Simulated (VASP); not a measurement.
# InGePt (P4/nmm) in VASP: single point with r2SCAN

Aim: the single point of InGePt with r2SCAN.

Program: VASP 6.6.1. These are calculated values, not measurements. Logs are shortened: lines on timing, memory, paths and dates and some standing lists are left out, and cuts for length are marked.

## 1. The cell of the first run

Symmetry: P4/nmm, No. 129, tetragonal system. Conventional cell: a = 4.329 Å, b = 4.329 Å, c = 6.561 Å, α = 90.00°, β = 90.00°, γ = 90.00°. Within 3.7 Å of Pt (site symmetry -4m2) lie 4 In at 2.81 Å and 4 Ge at 2.84 Å and 4 Pt at 3.06 Å. In (site symmetry 4mm) has 4 Pt at 2.81 Å and 6 Ge at 2.93 to 3.63 Å within 3.7 Å. Within 3.7 Å of Ge (site symmetry 4mm) lie 4 Pt at 2.84 Å and 6 In at 2.93 to 3.63 Å.

## 2. Single point, r2SCAN

Input file POSCAR:

```
InGePt
1.0
    4.3285990000      0.0000000000      0.0000000000
    0.0000000000      4.3285990000      0.0000000000
    0.0000000000      0.0000000000      6.5614660000
Pt In Ge
2 2 2
Direct
    0.0000000000      0.0000000000      0.0000000000
    0.5000000000      0.5000000000      0.0000000000
    0.5000000000      0.0000000000      0.7270000000
    0.0000000000      0.5000000000      0.2730000000
    0.5000000000      0.0000000000      0.2800000000
    0.0000000000      0.5000000000      0.7200000000
```

Input file INCAR.step1:

```
SYSTEM = InGePt
ALGO     = Normal         ! electronic algorithm
EDIFF    = 1E-4           ! SCF threshold, eV
ENCUT    = 520            ! plane-wave cutoff, eV
GGA      = PE             ! functional
ISMEAR   = -1             ! smearing method
LASPH    = .True.         ! aspherical terms in the spheres
LCHARG   = .False.        ! write CHGCAR
LREAL    = .False.        ! projectors in reciprocal space
LWAVE    = .True.         ! write WAVECAR
NBANDS   = 46             ! bands
NELM     = 60             ! most SCF steps
PREC     = Accurate       ! precision mode
SIGMA    = 0.0301         ! smearing width, eV
```

Input file INCAR.step2:

```
SYSTEM = InGePt
ALGO     = Normal         ! electronic algorithm
EDIFF    = 1E-6           ! SCF threshold, eV
ENCUT    = 520            ! plane-wave cutoff, eV
ISIF     = 2              ! what is computed and relaxed
ISMEAR   = -1             ! smearing method
ISTART   = 1            
LASPH    = .True.         ! aspherical terms in the spheres
LCHARG   = .True.         ! write CHGCAR
LELF     = .True.         ! ELF
LMIXTAU  = .True.       
LREAL    = .False.        ! projectors in reciprocal space
LVHAR    = .True.       
LWAVE    = .False.        ! write WAVECAR
METAGGA  = R2SCAN         ! meta-GGA
NBANDS   = 46             ! bands
NELM     = 60             ! most SCF steps
PREC     = Accurate       ! precision mode
SIGMA    = 0.0301         ! smearing width, eV
```

Input file KPOINTS:

```
k-points
0
Gamma
  8 8 5
  0 0 0
```

Potentials or basis: VASP PAW PBE potentials, release 64 (Pt, In_d, Ge_d).

The run is started by

```sh
$ cat potpaw_PBE.64/Pt/POTCAR potpaw_PBE.64/In_d/POTCAR potpaw_PBE.64/Ge_d/POTCAR > POTCAR
$ cp INCAR.step1 INCAR
$ mpirun -np 1 vasp_std > vasp.out
$ cp INCAR.step2 INCAR
$ mpirun -np 1 vasp_std > vasp.out
```

OUTCAR:

```text
SYSTEM = InGePt
   EDIFF = 1E-6
   ENCUT = 520
   ISIF = 2
   ISMEAR = -1
   ISTART = 1
   LASPH = .True.
   LREAL = .False.
   METAGGA = R2SCAN
   NELM = 60
   PREC = Accurate

 ion  position               nearest neighbor table
   1  0.000  0.000  0.000-   3 2.81   4 2.81   4 2.81   3 2.81   5 2.84   6 2.84   6 2.84   5 2.84
                             2 3.06   2 3.06   2 3.06   2 3.06
   2  0.500  0.500  0.000-   3 2.81   4 2.81   3 2.81   4 2.81   5 2.84   5 2.84   6 2.84   6 2.84
                             1 3.06   1 3.06   1 3.06   1 3.06
   3  0.500  0.000  0.727-   1 2.81   2 2.81   2 2.81   1 2.81   5 2.93   6 3.06   6 3.06   6 3.06
                             6 3.06
   4  0.000  0.500  0.273-   1 2.81   2 2.81   1 2.81   2 2.81   6 2.93   5 3.06   5 3.06   5 3.06
                             5 3.06
   5  0.500  0.000  0.280-   1 2.84   2 2.84   2 2.84   1 2.84   3 2.93   4 3.06   4 3.06   4 3.06
                             4 3.06
   6  0.000  0.500  0.720-   1 2.84   2 2.84   1 2.84   2 2.84   4 2.93   3 3.06   3 3.06   3 3.06
                             3 3.06

  LATTYP: Found a simple tetragonal cell.
 ALAT       =     4.3285990000
 C/A-ratio  =     1.5158405757

  Lattice vectors:

 A1 = (   4.3285990000,   0.0000000000,   0.0000000000)
 A2 = (   0.0000000000,   4.3285990000,   0.0000000000)
 A3 = (   0.0000000000,   0.0000000000,   6.5614660000)

Analysis of symmetry for initial positions (statically):
=====================================================================
 Subroutine PRICEL returns:
 Original cell was already a primitive cell.

 Routine SETGRP: Setting up the symmetry group for a
 simple tetragonal supercell.

 Subroutine GETGRP returns: Found 16 space group operations
 (whereof  8 operations were pure point group operations)
 out of a pool of 16 trial point group operations.

The static configuration has the point symmetry D_2d.
 The point group associated with its full space group is D_4h.

Analysis of symmetry for dynamics (positions and initial velocities):
=====================================================================
 Subroutine PRICEL returns:
 Original cell was already a primitive cell.

 Routine SETGRP: Setting up the symmetry group for a
 simple tetragonal supercell.

 Subroutine GETGRP returns: Found 16 space group operations
 (whereof  8 operations were pure point group operations)
 out of a pool of 16 trial point group operations.

The dynamic configuration has the point symmetry D_2d.
 The point group associated with its full space group is D_4h.

 Subroutine INISYM returns: Found 16 space group operations
 (whereof  8 operations are pure point group operations),
[... 109 lines left out ...]
   NFREE  =      0    steps in history (QN), initial steepest desc. (CG)
   ISIF   =      2    stress and relaxation
   ISYM   =      2    0-nonsym 1-usesym 2-fastsym
   POTIM  = 0.5000    time-step for ionic-motion
   TEBEG  =    0.0;   TEEND  =   0.0 temperature during run
   PSTRESS=    0.0 pullay stress
   NELECT =      74.0000    total number of electrons
   NUPDOWN=      -1.0000    fix difference up-down
   EMIN   =  10.00;   EMAX   =-10.00  energy-range for DOS
   EFERMI =   0.00;   METHOD = LEGACY
   ISMEAR =    -1;   SIGMA  =   0.03  broadening in eV -4-tet -1-fermi 0-gaus
   EFERMI_NEDOS =   21; number of points for ismear=-14 and -15
   IALGO  =     38    algorithm
   IMIX   =      4    mixing-type and parameters
     AMIX     =   0.40;   BMIX     =  1.00
     AMIX_MAG =   1.60;   BMIX_MAG =  1.00
  volume/ion in A,a.u.               =      20.49       138.27
  Fermi-wavevector in a.u.,A,eV,Ry     =   1.382251  2.612075 25.995529  1.910617
  Thomas-Fermi vector in A             =   2.506960
   LORBIT       =      0    0 simple, 1 ext, 2 COOP (PROOUT), +10 PAW based schemes
   METAGGA = R2SCAN    functional components
   LHFCALC =     F    Hartree Fock is set to
   AEXX    =    0.0000 exact exchange contribution
   IVDW    =     0    specifies the selected vdW correction
   LEPSILON=     F    determine dielectric tensor
   LRPA    =     F    only Hartree local field effects (RPA)
 non-spin polarized calculation
  energy-cutoff  :      520.00
  volume of cell :      122.94
 maximum number of plane-waves:      3336
   NGX = 17   NGY = 17   NGZ = 25

 number of electron      73.9999959 magnetization

 Free energy of the ion-electron system (eV)
  ---------------------------------------------------
  ext. energy  EPLUGINS =         0.00000000
  ---------------------------------------------------
  free energy    TOTEN  =      -176.53696136 eV

  energy without entropy =     -176.52807236  energy(sigma->0) =     -176.53251686

 E-fermi :   7.8695     XC(G=0): -12.1462

 val. band max:        7.8454442512   @ k =   0.1250   0.1250   0.4000
 cond. band min:       7.8871548937   @ k =   0.5000   0.1250   0.0000
 fundamental gap:      0.0417106425
 Fermi energy:         7.8694879728

 k-point     1 :       0.0000    0.0000    0.0000
  band No.  band energies     occupation
      1     -17.7754      2.00000
      2     -17.7739      2.00000
      3     -17.7706      2.00000
      4     -17.7686      2.00000
      5     -17.7447      2.00000
      6     -17.7447      2.00000
[... 1165 lines left out ...]
     45      13.5366      0.00000
     46      13.5366      0.00000

 [... further k-points ...]

------------------------ aborting loop because EDIFF is reached ----------------------------------------

  FORCE on cell =-STRESS in cart. coord.  units (eV):
  Direction    XX          YY          ZZ          XY          YZ          ZX
  --------------------------------------------------------------------------------------
  -------------------------------------------------------------------------------------
  Total       -0.3671586     -0.3671586     -8.5605990      0.0000000      0.0000000      0.0000000
  in kB       -4.7848538     -4.7848538   -111.5627323      0.0000000      0.0000000      0.0000000
  external PRESSURE =     -40.3774800 kB  Pullay stress =       0.0000000 kB

 VOLUME and BASIS-vectors are now :
 -----------------------------------------------------------------------------
  energy-cutoff  :      520.00
  volume of cell :      122.94
      direct lattice vectors                 reciprocal lattice vectors
     4.328599000  0.000000000  0.000000000     0.231021631  0.000000000  0.000000000
     0.000000000  4.328599000  0.000000000     0.000000000  0.231021631  0.000000000
     0.000000000  0.000000000  6.561466000     0.000000000  0.000000000  0.152404966

 POSITION                                       TOTAL-FORCE (eV/Angst)
 -----------------------------------------------------------------------------------
      0.00000      0.00000      0.00000         0.000000      0.000000      0.000000
      2.16430      2.16430      0.00000        -0.000000     -0.000000      0.000000
      2.16430      0.00000      4.77019         0.000000     -0.000000     -0.289725
      0.00000      2.16430      1.79128        -0.000000     -0.000000      0.289725
      2.16430      0.00000      1.83721         0.000000     -0.000000     -0.732101
      0.00000      2.16430      4.72426        -0.000000      0.000000      0.732101
 -----------------------------------------------------------------------------------
    total drift:                                0.000000     -0.000000      0.000000

  FREE ENERGIE OF THE ION-ELECTRON SYSTEM (eV)
  ---------------------------------------------------
  free  energy   TOTEN  =      -176.5369613631 eV

  energy  without entropy=     -176.5280723579  energy(sigma->0) =     -176.53251686
```

OUTCAR.step1:

```text
SYSTEM = InGePt
   EDIFF = 1E-4
   ENCUT = 520
   GGA = PE
   ISMEAR = -1
   LASPH = .True.
[... 1420 lines left out ...]
      0.00000      2.16430      1.79128        -0.000000      0.000000      0.439581
      2.16430      0.00000      1.83721         0.000000      0.000000     -0.586281
      0.00000      2.16430      4.72426        -0.000000      0.000000      0.586281
 -----------------------------------------------------------------------------------
    total drift:                                0.000000     -0.000000      0.000000

  FREE ENERGIE OF THE ION-ELECTRON SYSTEM (eV)
  ---------------------------------------------------
  free  energy   TOTEN  =       -27.0141765937 eV

  energy  without entropy=      -27.0033788998  energy(sigma->0) =      -27.00877775
```

OSZICAR.step1:

```text
N       E                     dE             d eps       ncg     rms          rms(c)
DAV:   1     0.852710494967E+03    0.85271E+03   -0.34161E+04  5154   0.340E+03
DAV:   2     0.137336228732E+03   -0.71537E+03   -0.68870E+03  4164   0.936E+02
DAV:   3    -0.158159035674E+02   -0.15315E+03   -0.14837E+03  4372   0.251E+02
DAV:   4    -0.272845386773E+02   -0.11469E+02   -0.11232E+02  4992   0.738E+01
DAV:   5    -0.276456787248E+02   -0.36114E+00   -0.36045E+00  5192   0.134E+01    0.126E+01
DAV:   6    -0.271629030483E+02    0.48278E+00   -0.18380E+00  5044   0.865E+00    0.669E+00
DAV:   7    -0.270588354233E+02    0.10407E+00   -0.49243E-01  5512   0.565E+00    0.299E+00
DAV:   8    -0.270150922487E+02    0.43743E-01   -0.15118E-01  5340   0.214E+00    0.802E-01
DAV:   9    -0.270144638348E+02    0.62841E-03   -0.18082E-02  5940   0.949E-01    0.413E-01
DAV:  10    -0.270142771946E+02    0.18664E-03   -0.46623E-03  4464   0.363E-01    0.116E-01
DAV:  11    -0.270141678881E+02    0.10931E-03   -0.62661E-04  3828   0.155E-01    0.369E-02
DAV:  12    -0.270141765937E+02   -0.87055E-05   -0.32906E-05  2550   0.464E-02
   1 F= -.27014177E+02 E0= -.27008778E+02  d E =-.107977E-01
```

It took 11 min on 1 thread of Intel Xeon Platinum 8259CL at 2.50GHz (Skylake/Cascade Lake), shared host; peak memory 0.38 GiB.

Results:

```
Free energy            : -176.5370 eV
Pressure               : -4.0 GPa
Largest force          : 0.732 eV/Å
Band gap on the k mesh : zero (bands 37 and 38 overlap by 1.92 eV)
```

Forces in eV/Å, atoms in the order of the input:
```
Pt   0.000  0.000  0.000
Pt   0.000  0.000  0.000
In   0.000  0.000 -0.290
In   0.000  0.000  0.290
Ge   0.000  0.000 -0.732
Ge   0.000  0.000  0.732
```

Stress tensor (GPa, compression positive):
```
 -0.48   0.00   0.00
  0.00  -0.48   0.00
  0.00   0.00 -11.16
```

Levels at points of the mesh, in eV from the Fermi level:
```
           k point  band 34  band 35  band 36  band 37  band 38  band 39  band 40  band 41
(0.00, 0.00, 0.00)    -2.36    -1.78    -1.78    -0.72     2.05     2.05     2.79     3.07
(0.50, 0.00, 0.00)    -2.93    -1.89    -1.89     0.72     0.72     2.25     2.25     3.39
(0.50, 0.50, 0.00)    -2.68    -2.39    -2.39    -0.71    -0.71    -0.45    -0.45     2.03
```

Caveat: the stress differs along the axes, from -11 to -0 GPa; the PAW data sets were made with another functional, which shifts forces and pressure a little; spin-orbit coupling is left out, which moves the levels of the heavy elements.

The gap in the log of VASP goes by the Fermi energy; the results here count the filled bands.